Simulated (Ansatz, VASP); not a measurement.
# One calculation of NaB, two programs

```
CELL_PARAMETERS angstrom
0.00000 2.68387 2.68387
2.68387 0.00000 2.68387
2.68387 2.68387 0.00000
ATOMIC_POSITIONS crystal
Na 0.00000 0.00000 0.00000
B 0.50000 0.50000 0.50000
```

Alike in both runs: task single point; functional PBEsol; k mesh 18 × 18 × 18; occupations gaussian, width 0.15 eV; no spin polarisation.

```csv
,VASP,Ansatz
version,VASP 6.6.1,Ansatz 0.2.0
potentials or method,"VASP PAW PBE potentials, release 64 (Na_pv, B), cutoff 520 eV","scalar-relativistic, plane waves, PAW"
valence electrons in the cell,10,12
```

VASP gave:

* gap on the k mesh at the Fermi level (eV): none
* pressure (GPa): -0.9

Problem. Estimate Ansatz's values.

Solution. gap on the k mesh at the Fermi level (eV): none; pressure (GPa): -1.0.

VASP's potentials were made for PBE, not for PBEsol. A gap of «none» marks a metal or a gap that the smearing closes. VASP's potentials hold 10 valence electrons a cell and Ansatz's 12, so a difference there can come from the potentials and not from the codes.
